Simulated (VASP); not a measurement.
Runs of VASP 6.6.1 on ScTiN2. The structure is that of space group P4/mmm (No. 123), or close to it. The cells are those of the table. The cell was built from a structure type or drawn by symmetry, and may not be a known phase.

```csv
task,spin,cell,k mesh,cutoff (eV),gap on the mesh (eV),pressure (GPa),moment (μB)
relaxation of cell and atoms,collinear,"relaxed from a = 3.461, b = 3.461, c = 4.723 Å, 4 atoms",6 × 6 × 4,600,none,0.0,0.00
single point,collinear,"a = 3.461, b = 3.461, c = 4.723 Å, 4 atoms",6 × 6 × 4,520,none,-36.6,0.28
single point,collinear,"a = 3.085, b = 3.085, c = 4.387 Å, 4 atoms",6 × 6 × 4,520,none,(a),0.00
single point,off,"a = 3.095, b = 3.095, c = 4.356 Å, 4 atoms",16 × 16 × 10,520,none,0.9,-
```

Alike in all rows: level PBE; potentials or basis VASP PAW PBE potentials, release 64 (Sc_sv, Ti_sv, N); smearing gaussian 0.1 eV.

Problem. Fill in the values left out.

Solution. (a) 0.8.

Caveats: the cell stands under tension (at least some runs).

A gap of «none» marks levels without a gap at the run's occupations.
